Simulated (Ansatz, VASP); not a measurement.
Al in VASP and in Ansatz

POSCAR

```
Al
1.0
   -1.5642439753      1.5642439753      1.5642439753
    1.5642439753     -1.5642439753      1.5642439753
    1.5642439753      1.5642439753     -1.5642439753
Al
1
Direct
    0.0000000000      0.0000000000      0.0000000000
```

File INCAR.step1:

```
SYSTEM = Al
  ALGO = Normal
  EDIFF = 1E-4
  ENCUT = 520
  GGA = PE
  ISMEAR = -1
  LASPH = .TRUE.
  LCHARG = .FALSE.
  LREAL = .FALSE.
  LWAVE = .TRUE.
  NBANDS = 8
  NELM = 100
  PREC = Accurate
  SIGMA = 0.1
```

File INCAR.step2:

```
SYSTEM = Al
  ALGO = Normal
  EDIFF = 1E-7
  ENCUT = 520
  ISIF = 2
  ISMEAR = -1
  ISTART = 1
  LASPH = .TRUE.
  LCHARG = .TRUE.
  LELF = .TRUE.
  LMIXTAU = .TRUE.
  LREAL = .FALSE.
  LVHAR = .TRUE.
  LWAVE = .FALSE.
  METAGGA = R2SCAN
  NBANDS = 8
  NELM = 100
  PREC = Accurate
  SIGMA = 0.1
```

Contents of KPOINTS:

```
k-points
0
G
  13 13 13
  0 0 0
```

Input for Ansatz:

```yaml
crystal:
  lattice:
    - [-1.564243975252445, 1.564243975252445, 1.564243975252445]
    - [1.564243975252445, -1.564243975252445, 1.564243975252445]
    - [1.564243975252445, 1.564243975252445, -1.564243975252445]
  atoms:
    - { symbol: Al, position: [0.0, 0.0, 0.0] }
basis:
  ecutwfc: 600.0
kpoints:
  mp_grid:
    grid: [13, 13, 13]
hamiltonian:
  xc: r2scan
  pseudopotentials:
    kind: paw
scf:
  convergence:
    dr2_threshold: 1.0e-10
  occupations:
    method: fermi_dirac
output:
  stress: true
```

Alike in both runs: task single point; functional r2SCAN; k mesh 13 × 13 × 13; no spin polarisation.

|  | VASP | Ansatz |
| --- | --- | --- |
| version | VASP 6.6.1 | Ansatz 0.2.0 |
| potentials or method | VASP PAW PBE potentials, release 64 (Al), cutoff 520 eV | plane waves, PAW |
| occupations | fermi-dirac, width 0.1 eV | fermi-dirac |
| valence electrons in the cell | 3 | 3 |

|  | VASP | Ansatz | Ansatz less VASP |
| --- | --- | --- | --- |
| pressure (GPa) | 5.0 | 5.4 | +0.36 |

VASP's potentials were made for PBE, not for r2SCAN.
